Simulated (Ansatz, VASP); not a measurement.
# Mg in VASP and in Ansatz

```xyz
3
Lattice="5.2766 0.0000 0.0000 -2.6383 4.5697 0.0000 0.0000 0.0000 3.2178" Properties=species:S:1:pos:R:3 pbc="T T T"
Mg    2.6383    4.5697    0.0000
Mg    0.0000    3.0465    1.6089
Mg    2.6383    1.5232    1.6089
```

Alike in both runs: task single point; functional BLYP; k mesh 8 × 8 × 11; occupations fermi-dirac, width 0.1 eV; no spin polarisation.

|  | VASP | Ansatz |
| --- | --- | --- |
| version | VASP 6.6.1 | Ansatz 0.2.0 |
| potentials or method | VASP PAW PBE potentials, release 64 (Mg), cutoff 520 eV | plane waves (420 eV) with PAW, scalar-relativistic |
| valence electrons in the cell | 6 | 30 |

|  | VASP | Ansatz | Ansatz less VASP |
| --- | --- | --- | --- |
| pressure (GPa) | -1.9 | -1.9 | +0.04 |
| traceless stress, the component that is largest in VASP (GPa) | 0.27 | 0.27 | 0.000 |

VASP's potentials were made for PBE, not for BLYP. VASP's potentials hold 6 valence electrons a cell and Ansatz's 30, so a difference there can come from the potentials and not from the codes.
